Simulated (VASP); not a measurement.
Input of a VASP 6.6.1 run:

Contents of POSCAR:

```
Be2C
1.0
    0.0000000000      2.1604856485      2.1604856485
    2.1604856485      0.0000000000      2.1604856485
    2.1604856485      2.1604856485      0.0000000000
Be C
2 1
Direct
    0.7500000000      0.7500000000      0.7500000000
    0.2500000000      0.2500000000      0.2500000000
    0.0000000000      0.0000000000      0.0000000000
```

The input INCAR.step1:

```
SYSTEM = Be2C
  ALGO = Normal
  EDIFF = 1E-5
  ENCUT = 660
  GGA = PE
  GGA_COMPAT = .False.
  ISMEAR = -1
  LASPH = .True.
  LCHARG = .False.
  LREAL = .False.
  LWAVE = .True.
  NBANDS = 11
  NELM = 120
  PREC = Accurate
  SIGMA = 0.02
```

INCAR.step2

```
SYSTEM = Be2C
  ALGO = Normal
  EDIFF = 1E-6
  ENCUT = 660
  GGA_COMPAT = .False.
  ISIF = 2
  ISMEAR = -1
  ISTART = 1
  LASPH = .True.
  LCHARG = .False.
  LMIXTAU = .True.
  LREAL = .False.
  LWAVE = .False.
  METAGGA = R2SCAN
  NBANDS = 11
  NELM = 120
  PREC = Accurate
  SIGMA = 0.02
```

Contents of KPOINTS:

```
k-points
0
Gamma
  10 10 10
  0 0 0
```

Potentials or basis: VASP PAW PBE potentials, release 64 (Be, C).

Run with:

```sh
$ cat potpaw_PBE.64/Be/POTCAR potpaw_PBE.64/C/POTCAR > POTCAR
$ cp INCAR.step1 INCAR
$ mpirun -np 1 vasp_std > vasp.out
$ cp INCAR.step2 INCAR
$ mpirun -np 1 vasp_std > vasp.out
```

Question: Predict the pressure.

Answer: 0.8 GPa.

Question: Predict the band gap on the k mesh.

Answer: 1.53 eV (least direct gap 4.63 eV).

Caveat: the PAW data sets were made with another functional, which shifts forces and pressure a little. A k mesh can miss the band edges.
